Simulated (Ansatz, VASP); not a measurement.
# One calculation of Ca4Si3N, two programs

```
CELL_PARAMETERS angstrom
-3.72936 3.72936 7.64542
3.72936 -3.72936 7.64542
3.72936 3.72936 -7.64542
ATOMIC_POSITIONS crystal
Ca 0.67713 0.51303 0.50000
Ca 0.82287 0.32287 0.83590
Ca 0.48697 0.98697 0.16410
Ca 0.01303 0.17713 0.50000
Ca 0.51303 0.01303 0.83590
Ca 0.17713 0.67713 0.16410
Ca 0.32287 0.48697 0.50000
Ca 0.98697 0.82287 0.50000
Si 0.89647 0.39647 0.29293
Si 0.10353 0.60353 0.70707
Si 0.39647 0.10353 0.50000
Si 0.60353 0.89647 0.50000
Si 0.75000 0.75000 0.00000
Si 0.25000 0.25000 0.00000
N 0.75000 0.25000 0.50000
N 0.25000 0.75000 0.50000
```

Alike in both runs: functional PBE; k mesh 3 × 3 × 3; occupations gaussian, width 0.2 eV; no spin polarisation.

Ansatz relaxed the structure, and its values are those at the end. VASP's run is a single point on that final structure, the one shown.

```csv
,VASP,Ansatz
version,VASP 6.6.1,Ansatz 0.2.0
potentials or method,"VASP PAW PBE potentials, release 64 (Ca_sv, Si, N), cutoff 520 eV","scalar-relativistic, plane waves, PAW"
valence electrons in the cell,114,114
```

```csv
,VASP,Ansatz,Ansatz less VASP
gap on the k mesh at the Fermi level (eV),none,none,-
pressure (GPa),-0.2,-0.3,-0.10
rms of the force components (eV/Å),0.018,0.010,-0.0082
```

A gap of «none» marks a metal or a gap that the smearing closes. With one functional, cell and mesh, what is left measures potentials, basis and numerics.

The k mesh is coarse, so the values compare programs but aren't converged.
